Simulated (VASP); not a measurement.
A run of VASP 6.6.1:

The input INCAR:

```
SYSTEM = LiCl
ALGO = Normal
EDIFF = 1E-6
ENCUT = 520
GGA = PE
ISIF = 2
ISMEAR = 0
LASPH = .True.
LCHARG = .True.
LELF = .True.
LREAL = .False.
LVHAR = .True.
LWAVE = .False.
NBANDS = 12
NELM = 60
PREC = Accurate
SIGMA = 0.05
```

Contents of KPOINTS:

```
k-points
0
Gamma
  8 8 8
  0 0 0
```

POSCAR

```
LiCl
1.0
    0.0000000000      2.3595792000      2.7699408000
    2.3595792000      0.0000000000      2.7699408000
    2.3595792000      2.3595792000      0.0000000000
Li Cl
1 1
Direct
    0.0000000000      0.0000000000      0.0000000000
    0.5000000000      0.5000000000      0.5000000000
```

Potentials or basis: VASP PAW PBE potentials, release 64 (Li_sv, Cl).

The run is started by

```bash
$ cat potpaw_PBE.64/Li_sv/POTCAR potpaw_PBE.64/Cl/POTCAR > POTCAR
$ mpirun -np 1 vasp_std > vasp.out
```

Hardware: 1 thread of Intel(R) Xeon(R) Platinum 8375C CPU @ 2.90GHz (Ice Lake) (shared host).

**Question.** How long does it take, and how much memory?

**Answer.** Wall time 20 s on 1 thread of Intel(R) Xeon(R) Platinum 8375C CPU @ 2.90GHz (Ice Lake), on a shared host, peak memory 0.16 GiB. Counts: scf iterations 12, k points 59.
